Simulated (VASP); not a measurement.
# SnTe (Imm2) in VASP: a series of runs

Runs on SnTe. Level: PBEsol. Tasks: single point.

Everything below comes from runs of VASP 6.6.1. Logs are shortened: lines on timing, memory, paths and dates and some standing lists are left out, and cuts for length are marked.

### 1 The cell of the first run

It takes space group Imm2 (No. 44, orthorhombic). Conventional cell: a = 4.464 Å, b = 6.313 Å, c = 4.464 Å, α = 90.00°, β = 90.00°, γ = 90.00°. Within 4.1 Å of Sn (site symmetry mm2) lie 6 Te at 3.13 to 3.18 Å. Te (site symmetry mm2) has 6 Sn at 3.13 to 3.18 Å within 4.1 Å.

### 2 Single point, PBEsol

File INCAR:

```
ALGO = Normal
EDIFF = 1E-6
ENCUT = 520
GGA = PS
ISIF = 2
ISMEAR = 0
LASPH = T
LCHARG = F
LREAL = F
LWAVE = F
NBANDS = 17
NELM = 100
PREC = Accurate
SIGMA = 0.03
```

File KPOINTS:

```
k-points
0
Gamma
  10 10 10
```

File POSCAR:

```
SnTe
1.0
    0.0000000000      3.1565000000      3.1565000000
    3.1565000000      0.0000000000      3.1565000000
    3.1565000000      3.1565000000      0.0000000000
Sn Te
1 1
Direct
    0.0000000000      0.0000000000      0.0000000000
    0.5000000000      0.5000000000      0.5084006033
```

Potentials or basis: VASP PAW PBE potentials, release 64 (Sn_d, Te).

On the command line:

```console
cat potpaw_PBE.64/Sn_d/POTCAR potpaw_PBE.64/Te/POTCAR > POTCAR
mpirun -np 1 vasp_std > vasp.out
```

OUTCAR:

```text
EDIFF = 1E-6
   ENCUT = 520
   GGA = PS
   ISIF = 2
   ISMEAR = 0
   LASPH = T
   LREAL = F
   NELM = 100
   PREC = Accurate

 ion  position               nearest neighbor table
   1  0.000  0.000  0.000-   2 3.13   2 3.13   2 3.16   2 3.16   2 3.18   2 3.18
   2  0.500  0.500  0.508-   1 3.13   1 3.13   1 3.16   1 3.16   1 3.18   1 3.18

  LATTYP: Found a face centered cubic cell.
 ALAT       =     6.3130000000

  Lattice vectors:

 A1 = (   0.0000000000,   3.1565000000,   3.1565000000)
 A2 = (   3.1565000000,   0.0000000000,   3.1565000000)
 A3 = (   3.1565000000,   3.1565000000,   0.0000000000)

Analysis of symmetry for initial positions (statically):
=====================================================================
 Subroutine PRICEL returns:
 Original cell was already a primitive cell.

 Routine SETGRP: Setting up the symmetry group for a
 face centered cubic supercell.

 Subroutine GETGRP returns: Found  4 space group operations
 (whereof  4 operations were pure point group operations)
 out of a pool of 48 trial point group operations.

The static configuration has the point symmetry C_2v.

Analysis of symmetry for dynamics (positions and initial velocities):
=====================================================================
 Subroutine PRICEL returns:
 Original cell was already a primitive cell.

 Routine SETGRP: Setting up the symmetry group for a
 face centered cubic supercell.

 Subroutine GETGRP returns: Found  4 space group operations
 (whereof  4 operations were pure point group operations)
 out of a pool of 48 trial point group operations.

The dynamic configuration has the point symmetry C_2v.

 Subroutine INISYM returns: Found  4 space group operations
 (whereof  4 operations are pure point group operations),
 and found     1 'primitive' translations

----------------------------------------------------------------------------------------

                                     Primitive cell

  volume of cell :      62.8995

  direct lattice vectors                    reciprocal lattice vectors
     0.000000000  3.156500000  3.156500000    -0.158403295  0.158403295  0.158403295
     3.156500000  0.000000000  3.156500000     0.158403295 -0.158403295  0.158403295
     3.156500000  3.156500000  0.000000000     0.158403295  0.158403295 -0.158403295

  length of vectors
     4.463965110  4.463965110  4.463965110     0.274362555  0.274362555  0.274362555

  position of ions in fractional coordinates (direct lattice)
     0.000000000  0.000000000  0.000000000
     0.500000000  0.500000000  0.508400603

  ion indices of the primitive-cell ions
   primitive index   ion index
                 1           1
                 2           2

----------------------------------------------------------------------------------------

 KPOINTS: k-points

Automatic generation of k-mesh.
 Grid dimensions read from file:
 generate k-points for:   10   10   10

 Generating k-lattice:

  Cartesian coordinates                     Fractional coordinates (reciprocal lattice)
    -0.015840329  0.015840329  0.015840329     0.100000000  0.000000000  0.000000000
     0.015840329 -0.015840329  0.015840329     0.000000000  0.100000000  0.000000000
     0.015840329  0.015840329 -0.015840329     0.000000000  0.000000000  0.100000000

  Length of vectors
     0.027436255  0.027436255  0.027436255

  Shift w.r.t. Gamma in fractional coordinates (k-lattice)
     0.000000000  0.000000000  0.000000000

 Subroutine IBZKPT returns following result:
 ===========================================

 Found    171 irreducible k-points:

 Following reciprocal coordinates:
            Coordinates               Weight
  0.000000  0.000000  0.000000      1.000000
  0.100000  0.000000  0.000000      4.000000
  0.000000  0.000000  0.100000      4.000000
  0.200000  0.000000  0.000000      4.000000
  0.000000  0.000000  0.200000      4.000000
  0.300000  0.000000  0.000000      4.000000
[... 16 lines left out ...]
  0.000000  0.400000  0.100000      8.000000
  0.100000  0.000000  0.400000      8.000000
 [... further k-points ...]
   k-points           NKPTS =    171   k-points in BZ     NKDIM =    171   number of bands    NBANDS=     17
   number of dos      NEDOS =    301   number of ions     NIONS =      2
   total plane-waves  NPLWV =  46656
   dimension x,y,z NGX =    36 NGY =   36 NGZ =   36
   dimension x,y,z NGXF=    72 NGYF=   72 NGZF=   72
   ions per type =               1   1
   NGX,Y,Z   is equivalent  to a cutoff of  13.41, 13.41, 13.41 a.u.
   NGXF,Y,Z  is equivalent  to a cutoff of  26.81, 26.81, 26.81 a.u.
 SYSTEM =  unknown system
   PREC   = accura    normal or accurate (medium, high low for compatibility)
   ISTART =      0    job   : 0-new  1-cont  2-samecut
   ICHARG =      2    charge: 1-file 2-atom 10-const
   ISPIN  =      1    spin polarized calculation?
   LNONCOLLINEAR =      F non collinear calculations
   LSORBIT =      F    spin-orbit coupling
   LASPH  =      T    aspherical Exc in radial PAW
   ENCUT  =  520.0 eV  38.22 Ry    6.18 a.u.   8.30  8.30  8.30*2*pi/ulx,y,z
   NELM   =    100;   NELMIN=  2; NELMDL= -5     # of ELM steps
   EDIFF  = 0.1E-05   stopping-criterion for ELM
   LREAL  =      F    real-space projection
   EDIFFG = 0.1E-04   stopping-criterion for IOM
   NSW    =      0    number of steps for IOM
   IBRION =     -1    ionic relax: 0-MD 1-quasi-New 2-CG
   NFREE  =      0    steps in history (QN), initial steepest desc. (CG)
   ISIF   =      2    stress and relaxation
   ISYM   =      2    0-nonsym 1-usesym 2-fastsym
   POTIM  = 0.5000    time-step for ionic-motion
   TEBEG  =    0.0;   TEEND  =   0.0 temperature during run
   PSTRESS=    0.0 pullay stress
   NELECT =      20.0000    total number of electrons
   NUPDOWN=      -1.0000    fix difference up-down
   EMIN   =  10.00;   EMAX   =-10.00  energy-range for DOS
   EFERMI =   0.00;   METHOD = LEGACY
   ISMEAR =     0;   SIGMA  =   0.03  broadening in eV -4-tet -1-fermi 0-gaus
   EFERMI_NEDOS =   21; number of points for ismear=-14 and -15
   IALGO  =     38    algorithm
   IMIX   =      4    mixing-type and parameters
     AMIX     =   0.40;   BMIX     =  1.00
     AMIX_MAG =   1.60;   BMIX_MAG =  1.00
  volume/ion in A,a.u.               =      31.45       212.23
  Fermi-wavevector in a.u.,A,eV,Ry     =   1.117384  2.111549 16.987507  1.248547
  Thomas-Fermi vector in A             =   2.254006
   LORBIT       =      0    0 simple, 1 ext, 2 COOP (PROOUT), +10 PAW based schemes
   GGA     = PS    functional components
   LHFCALC =     F    Hartree Fock is set to
   AEXX    =    0.0000 exact exchange contribution
   IVDW    =     0    specifies the selected vdW correction
   LEPSILON=     F    determine dielectric tensor
   LRPA    =     F    only Hartree local field effects (RPA)
 non-spin polarized calculation
 Gauss-broadening in eV      SIGMA  =   0.03
  energy-cutoff  :      520.00
  volume of cell :       62.90
 maximum number of plane-waves:      1717
 NGX is ok and might be reduce to    36
   NGX = 17   NGY = 17   NGZ = 17

 number of electron      19.9999999 magnetization

 Free energy of the ion-electron system (eV)
  ---------------------------------------------------
  ext. energy  EPLUGINS =         0.00000000
  ---------------------------------------------------
  free energy    TOTEN  =        -8.33788879 eV

  energy without entropy =       -8.33788771  energy(sigma->0) =       -8.33788825

 E-fermi :   6.7526     XC(G=0):  -9.6289

 val. band max:        6.6915293968   @ k =   0.5000   0.0000   0.0000
 cond. band min:       6.8137412744   @ k =   0.5000   0.0000   0.0000
 fundamental gap:      0.1222118776
 Fermi energy:         6.7526352311

 k-point     1 :       0.0000    0.0000    0.0000
  band No.  band energies     occupation
      1     -15.0408      2.00000
      2     -15.0407      2.00000
      3     -15.0342      2.00000
      4     -15.0342      2.00000
      5     -15.0341      2.00000
      6      -6.0445      2.00000
[... 9 lines left out ...]
     16      11.4733      0.00000
     17      13.4377      0.00000

 k-point     2 :       0.1000    0.0000    0.0000
  band No.  band energies     occupation
      1     -15.0412      2.00000
      2     -15.0411      2.00000
      3     -15.0340      2.00000
      4     -15.0337      2.00000
      5     -15.0336      2.00000
      6      -5.9604      2.00000
[... 9 lines left out ...]
     16      11.6776      0.00000
     17      14.1745      0.00000

 k-point     3 :       0.0000    0.0000    0.1000
  band No.  band energies     occupation
      1     -15.0412      2.00000
      2     -15.0411      2.00000
      3     -15.0340      2.00000
      4     -15.0337      2.00000
      5     -15.0336      2.00000
      6      -5.9604      2.00000
[... 9 lines left out ...]
     16      11.6774      0.00000
     17      14.2014      0.00000

 k-point     4 :       0.2000    0.0000    0.0000
  band No.  band energies     occupation
      1     -15.0424      2.00000
      2     -15.0423      2.00000
      3     -15.0336      2.00000
      4     -15.0320      2.00000
      5     -15.0320      2.00000
      6      -5.7171      2.00000
[... 9 lines left out ...]
     16      12.2549      0.00000
     17      15.6671      0.00000
[... 343 lines left out ...]
      1     -15.0468      2.00000
      2     -15.0435      2.00000
      3     -15.0328      2.00000
      4     -15.0289      2.00000
      5     -15.0276      2.00000
      6      -5.0279      2.00000
[... 9 lines left out ...]
     16      14.7889      0.00000
     17      16.5468      0.00000

 k-point    23 :       0.0000    0.4000    0.1000
  band No.  band energies     occupation
      1     -15.0467      2.00000
      2     -15.0435      2.00000
      3     -15.0329      2.00000
      4     -15.0289      2.00000
      5     -15.0276      2.00000
      6      -5.0277      2.00000
[... 9 lines left out ...]
     16      14.7877      0.00000
     17      16.5452      0.00000

 k-point    24 :       0.1000    0.0000    0.4000
  band No.  band energies     occupation
      1     -15.0467      2.00000
      2     -15.0435      2.00000
      3     -15.0329      2.00000
      4     -15.0289      2.00000
      5     -15.0276      2.00000
      6      -5.0287      2.00000
[... 9 lines left out ...]
     16      14.7903      0.00000
     17      16.5495      0.00000

 [... further k-points ...]
[... 5 lines left out ...]
  --------------------------------------------------------------------------------------
  -------------------------------------------------------------------------------------
  Total       -0.2127981     -0.2127981     -0.2199629      0.0035245      0.0000000      0.0000000
  in kB       -5.4203946     -5.4203946     -5.6028969      0.0897773      0.0000000      0.0000000
  external PRESSURE =      -5.4812287 kB  Pullay stress =       0.0000000 kB

 VOLUME and BASIS-vectors are now :
 -----------------------------------------------------------------------------
  energy-cutoff  :      520.00
  volume of cell :       62.90
      direct lattice vectors                 reciprocal lattice vectors
     0.000000000  3.156500000  3.156500000    -0.158403295  0.158403295  0.158403295
     3.156500000  0.000000000  3.156500000     0.158403295 -0.158403295  0.158403295
     3.156500000  3.156500000  0.000000000     0.158403295  0.158403295 -0.158403295

 POSITION                                       TOTAL-FORCE (eV/Angst)
 -----------------------------------------------------------------------------------
      0.00000      0.00000      0.00000         0.001366      0.001366      0.000000
      3.18302      3.18302      3.15650        -0.001366     -0.001366      0.000000
 -----------------------------------------------------------------------------------
    total drift:                               -0.000026     -0.000026     -0.000000

  FREE ENERGIE OF THE ION-ELECTRON SYSTEM (eV)
  ---------------------------------------------------
  free  energy   TOTEN  =        -8.3378887874 eV

  energy  without entropy=       -8.3378877135  energy(sigma->0) =       -8.33788825
```

Run time: 4 min. Hardware: 1 thread of Intel Xeon 8259CL, shared host; peak memory 0.34 GiB.

What came out:

- Free energy: -8.3379 eV
- Pressure: -0.5 GPa
- Band gap on the k mesh: 0.12 eV

Caveat: semilocal functionals underestimate gaps, and a narrow one can read as zero; the PAW data sets were made with another functional, which shifts forces and pressure a little; spin-orbit coupling is left out, which moves the levels of the heavy elements. A k mesh can miss the band edges.

### 3 Single point, PBEsol

File INCAR:

```
  PREC = Accurate
  ENCUT = 520
  EDIFF = 1E-6
  ISMEAR = 0
  SIGMA = 0.03
  LREAL = F
  LASPH = T
  NELM = 100
  ALGO = Normal
  ISIF = 2
  LWAVE = F
  LCHARG = T
  GGA = PS
  LELF = T
  LVHAR = T
  NBANDS = 17
```

File KPOINTS:

```
regular mesh
0
Gamma
  10 10 10
```

Changes to POSCAR since step 2:

```diff
@@ -9,2 +9,2 @@
     0.0000000000      0.0000000000      0.0000000000
-    0.5000000000      0.5000000000      0.5084006033
+    0.5000000000      0.5000000000      0.5028002011
```

Potentials or basis: VASP PAW PBE potentials, release 64 (Sn_d, Te).

On the command line:

```console
cat potpaw_PBE.64/Sn_d/POTCAR potpaw_PBE.64/Te/POTCAR > POTCAR
mpirun -np 1 vasp_std > vasp.out
```

Wall time 3.9 min (1 thread of Intel Xeon 8259CL, shared host); peak memory 0.34 GiB.

Results (log left out):

```yaml
Free_energy: -8.3379 eV
Pressure: -0.6 GPa
Band_gap_on_the_k_mesh: 0.13 eV
```

Levels at points of the mesh, in eV from the valence-band top:
| k point | band 6 | band 7 | band 8 | band 9 | band 10 | band 11 | band 12 | band 13 | band 14 | band 15 |
| --- | --- | --- | --- | --- | --- | --- | --- | --- | --- | --- |
| (0.00, 0.00, 0.00) | -12.73 | -4.69 | -2.07 | -2.07 | -2.07 | 3.37 | 3.37 | 3.37 | 4.77 | 4.77 |
| (0.50, 0.00, 0.00) | -11.46 | -8.28 | -1.74 | -1.74 | 0.00 | 0.13 | 0.40 | 0.40 | 7.72 | 8.74 |
| (0.00, 0.00, 0.50) | -11.46 | -8.28 | -1.74 | -1.73 | 0.00 | 0.13 | 0.40 | 0.40 | 7.72 | 8.74 |
| (0.50, 0.50, 0.00) | -11.16 | -6.44 | -5.52 | -3.67 | -3.67 | 2.17 | 4.93 | 4.94 | 6.37 | 9.07 |
| (0.00, 0.50, 0.50) | -11.16 | -6.44 | -5.51 | -3.67 | -3.67 | 2.17 | 4.94 | 4.94 | 6.37 | 9.07 |

Caveat: semilocal functionals underestimate gaps, and a narrow one can read as zero; the PAW data sets were made with another functional, which shifts forces and pressure a little; spin-orbit coupling is left out, which moves the levels of the heavy elements.
